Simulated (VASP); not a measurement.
Write the native input for VASP 6.6.1 that does the following.

| Property | Result |
| --- | --- |
| Task | single point |
| Functional | revPBE |
| Potentials or basis | VASP PAW PBE potentials, release 64 (Yb, In_d, C) |
| Cutoff | 520 eV |
| k mesh | 3 × 3 × 3 |
| Occupations | gaussian, width 0.01 eV |
| Spin | no spin polarisation |
| Dipole correction | no |
| Further INCAR settings | ALGO = Normal; EDIFF = 1e-06; NBANDS = 52 |

The structure of Yb3InC lies in POSCAR:

```
Yb3InC
1.0
    4.9661550473      0.0000000000      0.0000000000
    0.0000000000      4.9661550473      0.0000000000
    0.0000000000      0.0000000000      4.9661550473
Yb In C
3 1 1
Direct
    0.5000000000      0.0000000000      0.5000000000
    0.5000000000      0.5000000000      0.0000000000
    0.0000000000      0.5000000000      0.5000000000
    0.0000000000      0.0000000000      0.0000000000
    0.5000000000      0.5000000000      0.5000000000
```

The input as run:

INCAR

```
SYSTEM = Yb3InC
ALGO     = Normal         ! electronic algorithm
EDIFF    = 1E-6           ! SCF threshold, eV
ENCUT    = 520            ! plane-wave cutoff, eV
GGA      = RE             ! functional
ISIF     = 2              ! what is computed and relaxed
ISMEAR   = 0              ! smearing method
LASPH    = .TRUE.         ! aspherical terms in the spheres
LCHARG   = .TRUE.         ! write CHGCAR
LELF     = .TRUE.         ! ELF
LREAL    = .FALSE.        ! projectors in reciprocal space
LVHAR    = .TRUE.       
LWAVE    = .FALSE.        ! write WAVECAR
NBANDS   = 52             ! bands
NELM     = 80             ! most SCF steps
PREC     = Accurate       ! precision mode
SIGMA    = 0.01           ! smearing width, eV
```

KPOINTS

```
k-points
0
G
  3 3 3
  0 0 0
```

Potentials or basis: VASP PAW PBE potentials, release 64 (Yb, In_d, C).

Run with:

```console
$ cat potpaw_PBE.64/Yb/POTCAR potpaw_PBE.64/In_d/POTCAR potpaw_PBE.64/C/POTCAR > POTCAR
$ mpirun -np 1 vasp_std > vasp.out
```

It gave:

- Pressure: -1.4 GPa

Caveat: the k points lie up to 0.42 Å⁻¹ apart; the PAW data sets were made with another functional, which shifts forces and pressure a little.

It took 2.5 min on 1 thread of Intel(R) Xeon(R) 6975P-C (Granite Rapids), with other jobs on the host, peak memory 0.25 GiB.
